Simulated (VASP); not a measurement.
# Gd (P6_3/mmc) in VASP: single point with r2SCAN

Aim: the single point of Gd with r2SCAN.

All numbers are computed with VASP 6.6.1; they aren't measurements. Logs are shortened: lines on timing, memory, paths and dates and some standing lists are left out, and cuts for length are marked.

### Step 1. The cell of the first run

Symmetry: P6_3/mmc, No. 194, hexagonal system. Conventional cell: a = 3.636 Å, b = 3.636 Å, c = 5.783 Å, α = 90.00°, β = 90.00°, γ = 120.00°. Gd (site symmetry -6m2) has 12 Gd at 3.57 to 3.64 Å within 4.7 Å.

### Step 2. Single point, r2SCAN, collinear spin, ferromagnetic start

POSCAR reads:

```
Gd
1.0
    3.6360000000      0.0000000000      0.0000000000
   -1.8180000000      3.1488683682      0.0000000000
    0.0000000000      0.0000000000      5.7826000000
Gd
2
Direct
    0.3333333333      0.6666666667      0.2500000000
    0.6666666667      0.3333333333      0.7500000000
```

INCAR.step1 reads:

```
SYSTEM = Gd
  PREC = Accurate
  ENCUT = 520
  ISMEAR = -1
  SIGMA = 0.05
  LREAL = .FALSE.
  LASPH = .TRUE.
  NELM = 150
  ISPIN = 2
  MAGMOM = 7 7
  LMAXMIX = 6
  NBANDS = 29
  GGA = PE
  ALGO = Normal
  EDIFF = 1E-4
  LWAVE = .TRUE.
  LCHARG = .FALSE.
```

INCAR.step2 reads:

```
SYSTEM = Gd
  PREC = Accurate
  ENCUT = 520
  EDIFF = 1E-7
  ISMEAR = -1
  SIGMA = 0.05
  LREAL = .FALSE.
  LASPH = .TRUE.
  NELM = 150
  ALGO = Normal
  ISIF = 2
  LWAVE = .FALSE.
  LCHARG = .TRUE.
  ISPIN = 2
  MAGMOM = 7 7
  LORBIT = 11
  LMAXMIX = 6
  METAGGA = R2SCAN
  LMIXTAU = .TRUE.
  LELF = .TRUE.
  LVHAR = .TRUE.
  NBANDS = 29
  ISTART = 1
```

KPOINTS reads:

```
regular mesh
0
G
  9 9 5
  0 0 0
```

Potentials or basis: VASP PAW PBE potentials, release 64 (Gd).

The run is started by

```
$ cat potpaw_PBE.64/Gd/POTCAR > POTCAR
$ cp INCAR.step1 INCAR
$ mpirun -np 1 vasp_std > vasp.out
$ cp INCAR.step2 INCAR
$ mpirun -np 1 vasp_std > vasp.out
```

OUTCAR:

```text
SYSTEM = Gd
   PREC = Accurate
   ENCUT = 520
   EDIFF = 1E-7
   ISMEAR = -1
   LREAL = .FALSE.
   LASPH = .TRUE.
   NELM = 150
   ISIF = 2
   ISPIN = 2
   LORBIT = 11
   METAGGA = R2SCAN
   ISTART = 1

 ion  position               nearest neighbor table
   1  0.333  0.667  0.250-
   2  0.667  0.333  0.750-

  LATTYP: Found a hexagonal cell.
 ALAT       =     3.6360000000
 C/A-ratio  =     1.5903740374

  Lattice vectors:

 A1 = (   3.6360000000,   0.0000000000,   0.0000000000)
 A2 = (  -1.8180000000,   3.1488683682,   0.0000000000)
 A3 = (   0.0000000000,   0.0000000000,   5.7826000000)

Analysis of symmetry for initial positions (statically):
=====================================================================
 Subroutine PRICEL returns:
 Original cell was already a primitive cell.

 Routine SETGRP: Setting up the symmetry group for a
 hexagonal supercell.

 Subroutine GETGRP returns: Found 24 space group operations
 (whereof 12 operations were pure point group operations)
 out of a pool of 24 trial point group operations.

The static configuration has the point symmetry D_3d.
 The point group associated with its full space group is D_6h.

Analysis of symmetry for dynamics (positions and initial velocities):
=====================================================================
 Subroutine PRICEL returns:
 Original cell was already a primitive cell.

 Routine SETGRP: Setting up the symmetry group for a
 hexagonal supercell.

 Subroutine GETGRP returns: Found 24 space group operations
 (whereof 12 operations were pure point group operations)
 out of a pool of 24 trial point group operations.

The dynamic configuration has the point symmetry D_3d.
 The point group associated with its full space group is D_6h.

Analysis of structural, dynamic, and magnetic symmetry:
=====================================================================
 Subroutine PRICEL returns:
 Original cell was already a primitive cell.

 Routine SETGRP: Setting up the symmetry group for a
 hexagonal supercell.

 Subroutine GETGRP returns: Found 24 space group operations
 (whereof 12 operations were pure point group operations)
 out of a pool of 24 trial point group operations.

The overall configuration has the point symmetry D_3d.
 The point group associated with its full space group is D_6h.

 Subroutine INISYM returns: Found 24 space group operations
 (whereof 12 operations are pure point group operations),
 and found     1 'primitive' translations

----------------------------------------------------------------------------------------

                                     Primitive cell

  volume of cell :      66.2066

  direct lattice vectors                    reciprocal lattice vectors
     3.636000000  0.000000000  0.000000000     0.275027503  0.158787203  0.000000000
    -1.818000000  3.148868368  0.000000000     0.000000000  0.317574405  0.000000000
     0.000000000  0.000000000  5.782600000     0.000000000  0.000000000  0.172932591

  length of vectors
     3.636000000  3.636000000  5.782600000     0.317574405  0.317574405  0.172932591

  position of ions in fractional coordinates (direct lattice)
     0.333333333  0.666666667  0.250000000
     0.666666667  0.333333333  0.750000000

  ion indices of the primitive-cell ions
   primitive index   ion index
                 1           1
                 2           2

----------------------------------------------------------------------------------------

 KPOINTS: regular mesh

Automatic generation of k-mesh.
 Grid dimensions read from file:
 generate k-points for:    9    9    5

 Generating k-lattice:

  Cartesian coordinates                     Fractional coordinates (reciprocal lattice)
     0.030558611  0.017643023  0.000000000     0.111111111  0.000000000  0.000000000
     0.000000000  0.035286045  0.000000000     0.000000000  0.111111111  0.000000000
     0.000000000  0.000000000  0.034586518     0.000000000  0.000000000  0.200000000

  Length of vectors
     0.035286045  0.035286045  0.034586518

  Shift w.r.t. Gamma in fractional coordinates (k-lattice)
     0.000000000  0.000000000  0.000000000

 Subroutine IBZKPT returns following result:
 ===========================================

 Found     36 irreducible k-points:

 Following reciprocal coordinates:
            Coordinates               Weight
  0.000000  0.000000  0.000000      1.000000
  0.111111  0.000000  0.000000      6.000000
  0.222222  0.000000  0.000000      6.000000
  0.333333  0.000000  0.000000      6.000000
  0.444444  0.000000  0.000000      6.000000
  0.111111  0.111111  0.000000      6.000000
[... 16 lines left out ...]
  0.333333  0.222222  0.200000     24.000000
  0.333333  0.333333  0.200000      4.000000
 [... further k-points ...]
   k-points           NKPTS =     36   k-points in BZ     NKDIM =     36   number of bands    NBANDS=     29
   number of dos      NEDOS =    301   number of ions     NIONS =      2
   total plane-waves  NPLWV =  37632
   dimension x,y,z NGX =    28 NGY =   28 NGZ =   48
   dimension x,y,z NGXF=    56 NGYF=   56 NGZF=   96
   ions per type =               2
   NGX,Y,Z   is equivalent  to a cutoff of  12.80, 12.80, 13.80 a.u.
   NGXF,Y,Z  is equivalent  to a cutoff of  25.60, 25.60, 27.60 a.u.
 SYSTEM =  Gd
   PREC   = accura    normal or accurate (medium, high low for compatibility)
   ISTART =      1    job   : 0-new  1-cont  2-samecut
   ICHARG =      0    charge: 1-file 2-atom 10-const
   ISPIN  =      2    spin polarized calculation?
   LNONCOLLINEAR =      F non collinear calculations
   LSORBIT =      F    spin-orbit coupling
   LASPH  =      T    aspherical Exc in radial PAW
   ENCUT  =  520.0 eV  38.22 Ry    6.18 a.u.   6.76  6.76 10.75*2*pi/ulx,y,z
   NELM   =    150;   NELMIN=  2; NELMDL=  0     # of ELM steps
   EDIFF  = 0.1E-06   stopping-criterion for ELM
   LREAL  =      F    real-space projection
   EDIFFG = 0.1E-05   stopping-criterion for IOM
   NSW    =      0    number of steps for IOM
   IBRION =     -1    ionic relax: 0-MD 1-quasi-New 2-CG
   NFREE  =      0    steps in history (QN), initial steepest desc. (CG)
   ISIF   =      2    stress and relaxation
   ISYM   =      2    0-nonsym 1-usesym 2-fastsym
   POTIM  = 0.5000    time-step for ionic-motion
   TEBEG  =    0.0;   TEEND  =   0.0 temperature during run
   PSTRESS=    0.0 pullay stress
   NELECT =      36.0000    total number of electrons
   NUPDOWN=      -1.0000    fix difference up-down
   EMIN   =  10.00;   EMAX   =-10.00  energy-range for DOS
   EFERMI =   0.00;   METHOD = LEGACY
   ISMEAR =    -1;   SIGMA  =   0.05  broadening in eV -4-tet -1-fermi 0-gaus
   EFERMI_NEDOS =   21; number of points for ismear=-14 and -15
   IALGO  =     38    algorithm
   IMIX   =      4    mixing-type and parameters
     AMIX     =   0.40;   BMIX     =  1.00
     AMIX_MAG =   1.60;   BMIX_MAG =  1.00
  volume/ion in A,a.u.               =      33.10       223.39
  Fermi-wavevector in a.u.,A,eV,Ry     =   1.336211  2.525073 24.292668  1.785461
  Thomas-Fermi vector in A             =   2.464856
   LORBIT       =     11    0 simple, 1 ext, 2 COOP (PROOUT), +10 PAW based schemes
   METAGGA = R2SCAN    functional components
   LHFCALC =     F    Hartree Fock is set to
   AEXX    =    0.0000 exact exchange contribution
   IVDW    =     0    specifies the selected vdW correction
   LEPSILON=     F    determine dielectric tensor
   LRPA    =     F    only Hartree local field effects (RPA)
 spin polarized calculation
  energy-cutoff  :      520.00
  volume of cell :       66.21
 maximum number of plane-waves:      1808
 NGX is ok and might be reduce to    28
   NGX = 13   NGY = 13   NGZ = 21

 number of electron      36.0000006 magnetization      15.8735768

 Free energy of the ion-electron system (eV)
  ---------------------------------------------------
  ext. energy  EPLUGINS =         0.00000000
  ---------------------------------------------------
  free energy    TOTEN  =       -82.18819617 eV

  energy without entropy =      -82.17999377  energy(sigma->0) =      -82.18409497

 E-fermi :   3.1307     XC(G=0): -10.5855

 val. band max:        3.1267819423   @ k =   0.2222   0.1111   0.0000
 cond. band min:       3.1619213944   @ k =   0.3333   0.3333   0.2000
 fundamental gap:      0.0351394521
 Fermi energy:         3.1307403504

 spin component 1

 k-point     1 :       0.0000    0.0000    0.0000
  band No.  band energies     occupation
      1     -44.2585      1.00000
      2     -44.1848      1.00000
      3     -21.3289      1.00000
      4     -20.6877      1.00000
      5     -20.6877      1.00000
      6     -20.5807      1.00000
[... 21 lines left out ...]
     28       4.4660      0.00000
     29       4.9086      0.00000

 k-point     2 :       0.1111    0.0000    0.0000
  band No.  band energies     occupation
      1     -44.2520      1.00000
      2     -44.1823      1.00000
      3     -21.3011      1.00000
      4     -20.7474      1.00000
      5     -20.7070      1.00000
      6     -20.6430      1.00000
[... 21 lines left out ...]
     28       4.6177      0.00000
     29       4.8801      0.00000

 k-point     3 :       0.2222    0.0000    0.0000
  band No.  band energies     occupation
      1     -44.2350      1.00000
      2     -44.1764      1.00000
      3     -21.2245      1.00000
      4     -20.8982      1.00000
      5     -20.7943      1.00000
      6     -20.7538      1.00000
[... 638 lines left out ...]
      5     -20.9697      1.00000
      6     -20.8574      1.00000
[... 21 lines left out ...]
     28       3.4823      0.00088
     29       5.0241      0.00000

 k-point    24 :       0.3333    0.3333    0.2000
  band No.  band energies     occupation
      1     -44.1782      1.00000
      2     -44.1782      1.00000
      3     -21.0848      1.00000
      4     -21.0848      1.00000
      5     -21.0603      1.00000
      6     -20.8719      1.00000
[... 21 lines left out ...]
     28       3.1619      0.34895
     29       5.3101      0.00000

 [... further k-points ...]

 spin component 2

 k-point     1 :       0.0000    0.0000    0.0000
  band No.  band energies     occupation
      1     -40.3234      1.00000
      2     -40.2318      1.00000
      3     -18.6026      1.00000
      4     -17.8371      1.00000
      5     -17.8371      1.00000
      6     -17.7155      1.00000
[... 21 lines left out ...]
     28       6.1126      0.00000
     29       6.5681      0.00000

 k-point     2 :       0.1111    0.0000    0.0000
  band No.  band energies     occupation
      1     -40.3151      1.00000
      2     -40.2285      1.00000
      3     -18.5691      1.00000
      4     -17.9106      1.00000
      5     -17.8618      1.00000
      6     -17.7912      1.00000
[... 21 lines left out ...]
     28       6.2677      0.00000
     29       6.6078      0.00000

 k-point     3 :       0.2222    0.0000    0.0000
  band No.  band energies     occupation
      1     -40.2935      1.00000
      2     -40.2207      1.00000
      3     -18.4767      1.00000
      4     -18.0974      1.00000
      5     -17.9720      1.00000
      6     -17.9205      1.00000
[... 638 lines left out ...]
      5     -18.1866      1.00000
      6     -18.0490      1.00000
[... 21 lines left out ...]
     28       5.5358      0.00000
     29       6.1950      0.00000

 k-point    24 :       0.3333    0.3333    0.2000
  band No.  band energies     occupation
      1     -40.2216      1.00000
      2     -40.2216      1.00000
      3     -18.3394      1.00000
      4     -18.2846      1.00000
      5     -18.2846      1.00000
      6     -18.0950      1.00000
[... 21 lines left out ...]
     28       5.3815      0.00000
     29       6.2975      0.00000

 [... further k-points ...]

------------------------ aborting loop because EDIFF is reached ----------------------------------------

  FORCE on cell =-STRESS in cart. coord.  units (eV):
  Direction    XX          YY          ZZ          XY          YZ          ZX
  --------------------------------------------------------------------------------------
  -------------------------------------------------------------------------------------
  Total        0.1594899      0.1594899      0.6717554      0.0000000      0.0000000      0.0000000
  in kB        3.8595988      3.8595988     16.2562454      0.0000000      0.0000000      0.0000000
  external PRESSURE =       7.9918143 kB  Pullay stress =       0.0000000 kB

 VOLUME and BASIS-vectors are now :
 -----------------------------------------------------------------------------
  energy-cutoff  :      520.00
  volume of cell :       66.21
      direct lattice vectors                 reciprocal lattice vectors
     3.636000000  0.000000000  0.000000000     0.275027503  0.158787203  0.000000000
    -1.818000000  3.148868368  0.000000000     0.000000000  0.317574405  0.000000000
     0.000000000  0.000000000  5.782600000     0.000000000  0.000000000  0.172932591

 POSITION                                       TOTAL-FORCE (eV/Angst)
 -----------------------------------------------------------------------------------
     -0.00000      2.09925      1.44565         0.000000     -0.000000      0.000000
      1.81800      1.04962      4.33695        -0.000000      0.000000      0.000000
 -----------------------------------------------------------------------------------
    total drift:                                0.000000     -0.000000      0.000000

  FREE ENERGIE OF THE ION-ELECTRON SYSTEM (eV)
  ---------------------------------------------------
  free  energy   TOTEN  =       -82.1881961695 eV

  energy  without entropy=      -82.1799937733  energy(sigma->0) =      -82.18409497

 total charge

# of ion       s       p       d       f       tot
--------------------------------------------------
    1        2.073   5.606   0.582   6.931  15.193
    2        2.073   5.606   0.582   6.931  15.193
--------------------------------------------------
tot          4.147  11.212   1.164  13.862  30.386

 magnetization (x)

# of ion       s       p       d       f       tot
--------------------------------------------------
    1        0.006  -0.095   0.280   6.896   7.087
    2        0.006  -0.095   0.280   6.896   7.087
--------------------------------------------------
tot          0.012  -0.191   0.560  13.792  14.173
```

It took 9.8 min on 1 thread of Intel Xeon Platinum 8488C (Sapphire Rapids), shared host; peak memory 0.3 GiB.

Results:

```yaml
Free_energy: -82.1882 eV
Pressure: 0.8 GPa
Net_moment: 15.87 μB per cell
Site_moments: Gd +7.09 μB
Valence_electrons_inside_the_program's_atomic_spheres: Gd 15.19
```

Levels at points of the mesh, in eV from the Fermi level:
Spin up:
| k point | band 22 | band 23 | band 24 | band 25 | band 26 | band 27 | band 28 | band 29 |
| --- | --- | --- | --- | --- | --- | --- | --- | --- |
| (0.00, 0.00, 0.00) | -5.78 | -5.69 | -3.05 | 0.58 | 1.14 | 1.14 | 1.34 | 1.78 |
Spin down:
```
           k point  band 6  band 7  band 8  band 9  band 10  band 11  band 12  band 13  band 14  band 15
(0.00, 0.00, 0.00)  -20.85  -20.85  -20.85   -4.16    -1.13     1.13     1.15     1.19     1.22     1.28
```

Caveat: the PAW data sets were made with another functional, which shifts forces and pressure a little; spin-orbit coupling is left out, which moves the levels of the heavy elements; semilocal functionals describe open f shells poorly, which spoils levels, moments and volumes.
